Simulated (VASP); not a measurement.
Set up this calculation in VASP 6.6.1, as the native input.

```
Task                   : single point
Functional             : PBE
Potentials or basis    : VASP PAW PBE potentials, release 64 (Ga_d, P, N)
Cutoff                 : 520 eV
k mesh                 : 4 × 3 × 3
Occupations            : fermi-dirac, width 0.01 eV
Spin                   : no spin polarisation
Dipole correction      : no
Further INCAR settings : LREAL = Auto; ALGO = Normal; EDIFF = 1e-06; NBANDS = 246
```

The structure of Ga24PN23 (a cell with a defect) lies in POSCAR:

```
Ga24PN23
1.0
    6.3600000000      0.0000000000      0.0000000000
   -4.7700000000      8.2618823520      0.0000000000
    0.0000000000      0.0000000000     10.3320000000
Ga P N
24 1 23
Direct
    0.1668482671      0.2222311068     -0.0258864781
    0.1667258791      0.2226308924      0.4988125099
    0.1672356691      0.5545184930      0.0021460096
    0.1633060662      0.5566117451      0.5045850156
    0.1683482708      0.8902628942      0.0014607501
    0.1653154405      0.8863883403      0.5049480065
    0.6649603197      0.2199255698      0.0013557477
    0.6689855542      0.2250997633      0.5051735925
    0.6655527738      0.5556965594      0.0028599973
    0.6727624530      0.5581355898      0.5039722086
    0.6664452000      0.8894777781      0.0020543189
    0.6628691966      0.8847734802      0.5043915639
    0.3469088619      0.0993476944      0.2612884971
    0.3350858010      0.1097567230      0.7461746302
    0.3559035666      0.4724714903      0.2615812813
    0.3361596293      0.4477997946      0.7457979299
    0.3260603104      0.7734067914      0.2525094276
    0.3323468101      0.7769772723      0.7544937820
    0.7999246519      0.0966894641      0.2610259495
    0.8289833461      0.1089827379      0.7462374952
    0.8307989820      0.4422135399      0.2513007956
    0.8333161620      0.4448082963      0.7552776239
    0.8410727409      0.7835014011      0.2520051547
    0.8337330623      0.7778733972      0.7545457166
    0.1685211478      0.2254787052      0.1867851465
    0.1665673638      0.2223679079      0.6887097676
    0.1628497507      0.5573443006      0.1902031325
    0.1636233072      0.5563581398      0.6913299801
    0.1698836287      0.8862870502      0.1897906958
    0.1650047354      0.8863496247      0.6914281466
    0.6657479048      0.2205276789      0.1900553524
    0.6692410922      0.2253340077      0.6906670197
    0.6784053475      0.5636378430      0.1912009732
    0.6716262066      0.5572571245      0.6910375196
    0.6557223692      0.8813064612      0.1909050277
    0.6636201115      0.8852300356      0.6911082277
    0.3360030756      0.1087482175      0.4475636566
    0.3369793319      0.1083370857      0.9323947517
    0.3379695870      0.4502630513      0.4478808852
    0.3383212585      0.4503118697      0.9325107907
    0.3316453959      0.7769109441      0.4408086709
    0.3324586814      0.7770029116      0.9417007836
    0.8262375819      0.1077896135      0.4474335977
    0.8252954134      0.1077861867      0.9327024665
    0.8329447469      0.4443541797      0.4396957998
    0.8322488290      0.4436199590      0.9432691650
    0.8352133625      0.7792202093      0.4404193024
    0.8342207559      0.7785960776      0.9422876146
```

One way to write it, as run:

INCAR

```
SYSTEM = Ga24PN23
ALGO = Normal
EDIFF = 1E-6
ENCUT = 520
GGA = PE
ISIF = 2
ISMEAR = -1
LASPH = .TRUE.
LCHARG = .FALSE.
LREAL = Auto
LUSENCCL = .FALSE.
LWAVE = .FALSE.
NBANDS = 246
NELM = 80
PREC = Accurate
SIGMA = 0.01
```

KPOINTS

```
k-points
0
G
  4 3 3
  0 0 0
```

Potentials or basis: VASP PAW PBE potentials, release 64 (Ga_d, P, N).

Run with:

```console
$ cat potpaw_PBE.64/Ga_d/POTCAR potpaw_PBE.64/P/POTCAR potpaw_PBE.64/N/POTCAR > POTCAR
$ mpirun -np 1 vasp_std > vasp.out
```

It gave:

```yaml
Pressure: 12.4 GPa
Largest_force: 0.041 eV/Å
Band_gap_on_the_k_mesh: 1.46 eV
```

It took 5.6 min on 1 × NVIDIA H100 80GB with 1 thread of AMD EPYC 7R13 Processor (Zen 3), on a shared host, peak memory 2.6 GiB.
